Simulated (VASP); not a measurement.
# Al3Ni2 (P-3m1) in VASP: notebook, part 2 of 2

VASP 6.6.1. Earlier steps stand in the parts before.

## (5) Single point, PBEsol

This run uses another cell than the first one, of 13.49 Å³/atom, 1.096 times its volume.

INCAR reads:

```
SYSTEM = Al3Ni2
PREC = Accurate ; ENCUT = 520
EDIFF = 1E-6 ; ISMEAR = 0
SIGMA = 0.1 ; LREAL = .False.
LASPH = .True. ; NELM = 60
ALGO = Fast ; ISIF = 2
LWAVE = .False. ; LCHARG = .False.
GGA = PS ; NBANDS = 22
```

KPOINTS reads:

```
regular mesh
0
Gamma
  12 12 8
  0 0 0
```

POSCAR reads:

```
Al3Ni2
1.0
    4.0031396448      0.0000000000      0.0000000000
   -2.0015698224      3.4668206273      0.0000000000
    0.0000000000      0.0000000000      4.8594646139
Al Ni
3 2
Direct
    0.0000000000      0.0000000000      0.0000000000
    0.3333333333      0.6666666667      0.6477829058
    0.6666666667      0.3333333333      0.3522170942
    0.3333333333      0.6666666667      0.1455709069
    0.6666666667      0.3333333333      0.8544290931
```

Potentials or basis: VASP PAW PBE potentials, release 64 (Al, Ni).

On the command line:

```bash
$ cat potpaw_PBE.64/Al/POTCAR potpaw_PBE.64/Ni/POTCAR > POTCAR
$ mpirun -np 1 vasp_std > vasp.out
```

OUTCAR:

```text
SYSTEM = Al3Ni2
   PREC = Accurate
   ENCUT = 520
   EDIFF = 1E-6
   ISMEAR = 0
   LREAL = .False.
   LASPH = .True.
   NELM = 60
   ISIF = 2
   GGA = PS

 ion  position               nearest neighbor table
   1  0.000  0.000  0.000-   4 2.42   5 2.42   5 2.42   4 2.42   5 2.42   4 2.42   2 2.88   3 2.88
                             2 2.88   3 2.88   3 2.88   2 2.88
   2  0.333  0.667  0.648-   4 2.42   4 2.44   5 2.52   5 2.52   5 2.52   3 2.72   3 2.72   3 2.72
                             1 2.88   1 2.88   1 2.88
   3  0.667  0.333  0.352-   5 2.42   5 2.44   4 2.52   4 2.52   4 2.52   2 2.72   2 2.72   2 2.72
[... 812 lines left out ...]
  -------------------------------------------------------------------------------------
  Total        0.0675985      0.0675985      0.1009677      0.0000000      0.0000000      0.0000000
  in kB        1.6059324      1.6059324      2.3986800      0.0000000      0.0000000      0.0000000
  external PRESSURE =       1.8701816 kB  Pullay stress =       0.0000000 kB

 VOLUME and BASIS-vectors are now :
 -----------------------------------------------------------------------------
  energy-cutoff  :      520.00
  volume of cell :       67.44
      direct lattice vectors                 reciprocal lattice vectors
     4.003139645  0.000000000  0.000000000     0.249803926  0.144224364  0.000000000
    -2.001569822  3.466820627  0.000000000     0.000000000  0.288448728  0.000000000
     0.000000000  0.000000000  4.859464614     0.000000000  0.000000000  0.205783986

 POSITION                                       TOTAL-FORCE (eV/Angst)
 -----------------------------------------------------------------------------------
      0.00000      0.00000      0.00000         0.000000      0.000000     -0.000000
     -0.00000      2.31121      3.14788         0.000000      0.000000      0.002822
      2.00157      1.15561      1.71159         0.000000     -0.000000     -0.002822
     -0.00000      2.31121      0.70740        -0.000000     -0.000000      0.011337
      2.00157      1.15561      4.15207        -0.000000      0.000000     -0.011337
 -----------------------------------------------------------------------------------
    total drift:                               -0.000000      0.000000     -0.000000

  FREE ENERGIE OF THE ION-ELECTRON SYSTEM (eV)
  ---------------------------------------------------
  free  energy   TOTEN  =       -27.6688028980 eV

  energy  without entropy=      -27.6622237374  energy(sigma->0) =      -27.66551332
```

OSZICAR:

```text
N       E                     dE             d eps       ncg     rms          rms(c)
DAV:   1     0.136635855174E+03    0.13664E+03   -0.11741E+04  5772   0.133E+03
DAV:   2    -0.239511349462E+02   -0.16059E+03   -0.15176E+03  5782   0.272E+02
DAV:   3    -0.310891263227E+02   -0.71380E+01   -0.69664E+01  7020   0.726E+01
DAV:   4    -0.312459396197E+02   -0.15681E+00   -0.15667E+00  6832   0.965E+00
DAV:   5    -0.312516481004E+02   -0.57085E-02   -0.57082E-02  7230   0.198E+00    0.192E+01
RMM:   6    -0.379936944028E+02   -0.67420E+01   -0.73811E+01  6628   0.949E+01    0.297E+01
RMM:   7    -0.279264833748E+02    0.10067E+02   -0.21290E+01  5766   0.536E+01    0.301E+00
RMM:   8    -0.277166901719E+02    0.20979E+00   -0.12741E+00  5818   0.973E+00    0.219E+00
RMM:   9    -0.276664509521E+02    0.50239E-01   -0.26819E-01  6104   0.439E+00    0.541E-01
RMM:  10    -0.276690992184E+02   -0.26483E-02   -0.41597E-02  6718   0.166E+00    0.466E-01
RMM:  11    -0.276694596866E+02   -0.36047E-03   -0.12059E-02  6850   0.125E+00    0.332E-01
RMM:  12    -0.276701285377E+02   -0.66885E-03   -0.12120E-02  6446   0.112E+00    0.355E-01
RMM:  13    -0.276687864747E+02    0.13421E-02   -0.25378E-03  6601   0.605E-01    0.453E-02
RMM:  14    -0.276687952004E+02   -0.87256E-05   -0.51096E-04  7005   0.166E-01    0.295E-02
RMM:  15    -0.276688129352E+02   -0.17735E-04   -0.13612E-04  7916   0.773E-02    0.287E-02
RMM:  16    -0.276688032701E+02    0.96650E-05   -0.40505E-05  6649   0.500E-02    0.102E-02
RMM:  17    -0.276688028980E+02    0.37210E-06   -0.90449E-06  6438   0.328E-02
   1 F= -.27668803E+02 E0= -.27665513E+02  d E =-.657916E-02
```

Run time: 3.6 min. Hardware: 1 thread of Intel Xeon Platinum 8259CL at 2.50GHz (Skylake/Cascade Lake), shared host; peak memory 0.3 GiB.

What came out:

```
Free energy   : -27.6688 eV
Pressure      : 0.2 GPa
Largest force : 0.011 eV/Å
```

Forces on the atoms (eV/Å):
```
Al   0.000  0.000  0.000
Al   0.000  0.000  0.003
Al   0.000  0.000 -0.003
Ni   0.000  0.000  0.011
Ni   0.000  0.000 -0.011
```

Levels at points of the mesh, in eV from the Fermi level:
```
           k point  band 13  band 14  band 15  band 16  band 17  band 18
(0.00, 0.00, 0.00)    -1.30     1.27     1.27     3.16     3.16     4.37
(0.50, 0.00, 0.00)    -1.56    -1.53    -1.25     1.36     2.08     2.21
(0.00, 0.00, 0.50)     2.75     2.75     2.87     2.87     3.29     4.24
(0.50, 0.00, 0.50)    -1.72    -1.06    -0.32     1.54     2.12     3.25
```

Caveat: the PAW data sets were made with another functional, which shifts forces and pressure a little.

## (6) Single point, PBEsol

This run uses another cell than the first one, of 13.49 Å³/atom, 1.096 times its volume.

INCAR reads:

```
PREC = Accurate ; ENCUT = 520
EDIFF = 1E-6 ; ISMEAR = 0
SIGMA = 0.1 ; LREAL = F
LASPH = T ; NELM = 100
ALGO = Fast ; ISIF = 2
LWAVE = F ; LCHARG = F
GGA = PS ; NBANDS = 22
```

KPOINTS reads:

```
Automatic mesh
0
Gamma
  12 12 8
```

POSCAR is that of step 5.

Potentials or basis: VASP PAW PBE potentials, release 64 (Al, Ni).

On the command line:

```bash
$ cat potpaw_PBE.64/Al/POTCAR potpaw_PBE.64/Ni/POTCAR > POTCAR
$ mpirun -np 1 vasp_std > vasp.out
```

OUTCAR:

```text
PREC = Accurate
   ENCUT = 520
   EDIFF = 1E-6
   ISMEAR = 0
   LREAL = F
   LASPH = T
   NELM = 100
   ISIF = 2
   GGA = PS

 ion  position               nearest neighbor table
   1  0.000  0.000  0.000-   4 2.42   5 2.42   5 2.42   4 2.42   5 2.42   4 2.42   2 2.88   3 2.88
                             2 2.88   3 2.88   3 2.88   2 2.88
   2  0.333  0.667  0.648-   4 2.42   4 2.44   5 2.52   5 2.52   5 2.52   3 2.72   3 2.72   3 2.72
                             1 2.88   1 2.88   1 2.88
   3  0.667  0.333  0.352-   5 2.42   5 2.44   4 2.52   4 2.52   4 2.52   2 2.72   2 2.72   2 2.72
                             1 2.88   1 2.88   1 2.88
   4  0.333  0.667  0.146-   1 2.42   1 2.42   1 2.42   2 2.42   2 2.44   3 2.52   3 2.52   3 2.52
                             5 2.71   5 2.71   5 2.71
   5  0.667  0.333  0.854-   1 2.42   1 2.42   1 2.42   3 2.42   3 2.44   2 2.52   2 2.52   2 2.52
                             4 2.71   4 2.71   4 2.71

  LATTYP: Found a hexagonal cell.
 ALAT       =     4.0031396448
 C/A-ratio  =     1.2139133393

  Lattice vectors:

 A1 = (   4.0031396448,   0.0000000000,   0.0000000000)
 A2 = (  -2.0015698224,   3.4668206273,   0.0000000000)
 A3 = (   0.0000000000,   0.0000000000,   4.8594646139)

Analysis of symmetry for initial positions (statically):
=====================================================================
 Subroutine PRICEL returns:
 Original cell was already a primitive cell.

 Routine SETGRP: Setting up the symmetry group for a
 hexagonal supercell.

 Subroutine GETGRP returns: Found 12 space group operations
 (whereof 12 operations were pure point group operations)
 out of a pool of 24 trial point group operations.

The static configuration has the point symmetry D_3d.

Analysis of symmetry for dynamics (positions and initial velocities):
=====================================================================
 Subroutine PRICEL returns:
 Original cell was already a primitive cell.

 Routine SETGRP: Setting up the symmetry group for a
 hexagonal supercell.

 Subroutine GETGRP returns: Found 12 space group operations
 (whereof 12 operations were pure point group operations)
 out of a pool of 24 trial point group operations.

The dynamic configuration has the point symmetry D_3d.

 Subroutine INISYM returns: Found 12 space group operations
 (whereof 12 operations are pure point group operations),
 and found     1 'primitive' translations

----------------------------------------------------------------------------------------

                                     Primitive cell

  volume of cell :      67.4405

  direct lattice vectors                    reciprocal lattice vectors
     4.003139645  0.000000000  0.000000000     0.249803926  0.144224364  0.000000000
    -2.001569822  3.466820627  0.000000000     0.000000000  0.288448728  0.000000000
     0.000000000  0.000000000  4.859464614     0.000000000  0.000000000  0.205783986

  length of vectors
     4.003139645  4.003139645  4.859464614     0.288448728  0.288448728  0.205783986

  position of ions in fractional coordinates (direct lattice)
[... 28 lines left out ...]

  Length of vectors
     0.024037394  0.024037394  0.025722998

  Shift w.r.t. Gamma in fractional coordinates (k-lattice)
     0.000000000  0.000000000  0.000000000

 Subroutine IBZKPT returns following result:
 ===========================================

 Found    131 irreducible k-points:

 Following reciprocal coordinates:
            Coordinates               Weight
  0.000000  0.000000  0.000000      1.000000
  0.083333 -0.000000  0.000000      6.000000
  0.166667 -0.000000  0.000000      6.000000
  0.250000 -0.000000  0.000000      6.000000
  0.333333 -0.000000  0.000000      6.000000
  0.416667 -0.000000  0.000000      6.000000
[... 16 lines left out ...]
  0.166667 -0.000000  0.125000      6.000000
  0.000000  0.166667  0.125000      6.000000
 [... further k-points ...]
   k-points           NKPTS =    131   k-points in BZ     NKDIM =    131   number of bands    NBANDS=     22
   number of dos      NEDOS =    301   number of ions     NIONS =      5
   total plane-waves  NPLWV =  32400
   dimension x,y,z NGX =    30 NGY =   30 NGZ =   36
   dimension x,y,z NGXF=    60 NGYF=   60 NGZF=   72
   ions per type =               3   2
   NGX,Y,Z   is equivalent  to a cutoff of  12.46, 12.46, 12.32 a.u.
   NGXF,Y,Z  is equivalent  to a cutoff of  24.92, 24.92, 24.63 a.u.
 SYSTEM =  unknown system
   PREC   = accura    normal or accurate (medium, high low for compatibility)
   ISTART =      0    job   : 0-new  1-cont  2-samecut
   ICHARG =      2    charge: 1-file 2-atom 10-const
   ISPIN  =      1    spin polarized calculation?
   LNONCOLLINEAR =      F non collinear calculations
   LSORBIT =      F    spin-orbit coupling
   LASPH  =      T    aspherical Exc in radial PAW
   ENCUT  =  520.0 eV  38.22 Ry    6.18 a.u.   7.44  7.44  9.04*2*pi/ulx,y,z
   NELM   =    100;   NELMIN=  2; NELMDL= -5     # of ELM steps
   EDIFF  = 0.1E-05   stopping-criterion for ELM
   LREAL  =      F    real-space projection
   EDIFFG = 0.1E-04   stopping-criterion for IOM
   NSW    =      0    number of steps for IOM
   IBRION =     -1    ionic relax: 0-MD 1-quasi-New 2-CG
   NFREE  =      0    steps in history (QN), initial steepest desc. (CG)
   ISIF   =      2    stress and relaxation
   ISYM   =      2    0-nonsym 1-usesym 2-fastsym
   POTIM  = 0.5000    time-step for ionic-motion
   TEBEG  =    0.0;   TEEND  =   0.0 temperature during run
   PSTRESS=    0.0 pullay stress
   NELECT =      29.0000    total number of electrons
   NUPDOWN=      -1.0000    fix difference up-down
   EMIN   =  10.00;   EMAX   =-10.00  energy-range for DOS
   EFERMI =   0.00;   METHOD = LEGACY
   ISMEAR =     0;   SIGMA  =   0.10  broadening in eV -4-tet -1-fermi 0-gaus
   EFERMI_NEDOS =   21; number of points for ismear=-14 and -15
   IALGO  =     68    algorithm
   IMIX   =      4    mixing-type and parameters
     AMIX     =   0.40;   BMIX     =  1.00
     AMIX_MAG =   1.60;   BMIX_MAG =  1.00
  volume/ion in A,a.u.               =      13.49        91.02
  Fermi-wavevector in a.u.,A,eV,Ry     =   1.235665  2.335068 20.774291  1.526867
  Thomas-Fermi vector in A             =   2.370305
   LORBIT       =      0    0 simple, 1 ext, 2 COOP (PROOUT), +10 PAW based schemes
   GGA     = PS    functional components
   LHFCALC =     F    Hartree Fock is set to
   AEXX    =    0.0000 exact exchange contribution
   IVDW    =     0    specifies the selected vdW correction
   LEPSILON=     F    determine dielectric tensor
   LRPA    =     F    only Hartree local field effects (RPA)
 non-spin polarized calculation
 RMM-DIIS sequential band-by-band and
 Gauss-broadening in eV      SIGMA  =   0.10
  energy-cutoff  :      520.00
  volume of cell :       67.44
 maximum number of plane-waves:      1842
 NGX is ok and might be reduce to    30
   NGX = 15   NGY = 15   NGZ = 19

 number of electron      28.9999986 magnetization

 Free energy of the ion-electron system (eV)
  ---------------------------------------------------
  ext. energy  EPLUGINS =         0.00000000
  ---------------------------------------------------
  free energy    TOTEN  =       -27.66880290 eV

  energy without entropy =      -27.66222374  energy(sigma->0) =      -27.66551332

 E-fermi :   8.4983     XC(G=0): -11.3628

 val. band max:        8.4970585701   @ k =  -0.0833   0.2500   0.2500
 cond. band min:       8.4995603766   @ k =   0.1667   0.0833   0.5000
 fundamental gap:      0.0025018065
 Fermi energy:         8.4982720498

 k-point     1 :       0.0000    0.0000    0.0000
  band No.  band energies     occupation
      1      -2.0645      2.00000
      2       3.2767      2.00000
      3       3.6665      2.00000
      4       4.9189      2.00000
      5       4.9189      2.00000
      6       5.4955      2.00000
[... 589 lines left out ...]
     21      14.5850      0.00000
     22      14.9814      0.00000

 [... further k-points ...]
[... 5 lines left out ...]
  --------------------------------------------------------------------------------------
  -------------------------------------------------------------------------------------
  Total        0.0675985      0.0675985      0.1009677      0.0000000      0.0000000      0.0000000
  in kB        1.6059324      1.6059324      2.3986800      0.0000000      0.0000000      0.0000000
  external PRESSURE =       1.8701816 kB  Pullay stress =       0.0000000 kB

 VOLUME and BASIS-vectors are now :
 -----------------------------------------------------------------------------
  energy-cutoff  :      520.00
  volume of cell :       67.44
      direct lattice vectors                 reciprocal lattice vectors
     4.003139645  0.000000000  0.000000000     0.249803926  0.144224364  0.000000000
    -2.001569822  3.466820627  0.000000000     0.000000000  0.288448728  0.000000000
     0.000000000  0.000000000  4.859464614     0.000000000  0.000000000  0.205783986

 POSITION                                       TOTAL-FORCE (eV/Angst)
 -----------------------------------------------------------------------------------
      0.00000      0.00000      0.00000         0.000000      0.000000     -0.000000
     -0.00000      2.31121      3.14788         0.000000      0.000000      0.002822
      2.00157      1.15561      1.71159         0.000000     -0.000000     -0.002822
     -0.00000      2.31121      0.70740        -0.000000     -0.000000      0.011337
      2.00157      1.15561      4.15207        -0.000000      0.000000     -0.011337
 -----------------------------------------------------------------------------------
    total drift:                               -0.000000      0.000000     -0.000000

  FREE ENERGIE OF THE ION-ELECTRON SYSTEM (eV)
  ---------------------------------------------------
  free  energy   TOTEN  =       -27.6688028980 eV

  energy  without entropy=      -27.6622237374  energy(sigma->0) =      -27.66551332
```

stdout:

```text
POSCAR found type information on POSCAR AlNi
 POSCAR found :  2 types and       5 ions
 scaLAPACK will be used
 -----------------------------------------------------------------------------
|                                                                             |
|                                                                             |
|     You enforced a specific xc type in the INCAR file but a different       |
|     I HOPE YOU KNOW WHAT YOU ARE DOING!                                     |
|                                                                             |
 -----------------------------------------------------------------------------

 LDA part: xc-table for (Slater+PW92), standard interpolation
 POSCAR, INCAR and KPOINTS ok, starting setup
 FFT: planning ... GRIDC
 FFT: planning ... GRID_SOFT
 FFT: planning ... GRID
 WAVECAR not read
 entering main loop
```

It took 3.6 min on 1 thread of Intel Xeon Platinum 8259CL at 2.50GHz (Skylake/Cascade Lake), shared host; peak memory 0.3 GiB.

Results:

| Quantity | Value |
| --- | --- |
| Free energy | -27.6688 eV |
| Pressure | 0.2 GPa |
| Largest force | 0.011 eV/Å |

Forces on the atoms (eV/Å):
```
Al   0.000  0.000  0.000
Al   0.000  0.000  0.003
Al   0.000  0.000 -0.003
Ni   0.000  0.000  0.011
Ni   0.000  0.000 -0.011
```

Caveat: the PAW data sets were made with another functional, which shifts forces and pressure a little. Spin polarisation is off, so any magnetic state and its effect on volume and gap are missing.

## (7) Summary

| cell | further INCAR settings | gap on the mesh (eV) | pressure (GPa) | largest force (eV/Å) |
| --- | --- | --- | --- | --- |
| a = 3.883, b = 3.883, c = 4.714 Å, angles 90.0, 90.0, 120.0°, 5 atoms | ALGO = Fast; EDIFF = 1e-06; NBANDS = 22 | none | 16.0 | 0.02 |
| a = 3.923, b = 3.923, c = 4.762 Å, angles 90.0, 90.0, 120.0°, 5 atoms | ALGO = Fast; EDIFF = 1e-06; NBANDS = 22 | none | 9.9 | 0.02 |
| a = 3.963, b = 3.963, c = 4.811 Å, angles 90.0, 90.0, 120.0°, 5 atoms | ALGO = Fast; EDIFF = 1e-07; NBANDS = 22 | none | 4.7 | 0.01 |
| a = 4.003, b = 4.003, c = 4.859 Å, angles 90.0, 90.0, 120.0°, 5 atoms | ALGO = Fast; EDIFF = 1e-06; NBANDS = 22 | none | 0.2 | 0.01 |

Alike in all rows: task single point; level PBEsol; potentials or basis VASP PAW PBE potentials, release 64 (Al, Ni); no spin polarisation; k mesh 12 × 12 × 8; cutoff (eV) 520; smearing gaussian 0.1 eV.

Caveats: the PAW data sets were made with another functional, which shifts forces and pressure a little.

Absolute energies hang on the potentials; compare differences alone.
